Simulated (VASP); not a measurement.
Ir, 1 atom in the cell. The structure is cubic, space group Fm-3m (No. 225). The conventional cell has a = 3.840 Å, b = 3.840 Å, c = 3.840 Å, α = 90.00°, β = 90.00°, γ = 90.00°. Ir (site symmetry m-3m) has 12 Ir at 2.72 Å within 3.6 Å. 

```yaml
Program: VASP 6.6.1
Task: single point
Functional: PBE
Potentials_or_basis: VASP PAW PBE potentials, release 64 (Ir)
Cutoff: 520 eV
k_mesh: 18 × 18 × 18
Occupations: gaussian, width 0.05 eV
Spin: no spin polarisation
Dipole_correction: no
Further_INCAR_settings: ALGO = Normal; EDIFF = 1e-06; NBANDS = 10
```

Potentials or basis: VASP PAW PBE potentials, release 64 (Ir).

Launch:

```console
$ cat potpaw_PBE.64/Ir/POTCAR > POTCAR
$ mpirun -np 1 vasp_std > vasp.out
```

Hardware: 1 thread of AMD EPYC 7R13 Processor (Zen 3) (shared host).

Problem. How long does it take, and how much memory?

Solution. It took 14 s on 1 thread of AMD EPYC 7R13 Processor (Zen 3) (shared host), peak memory 0.12 GiB. Counts: scf iterations 11, k points 195.
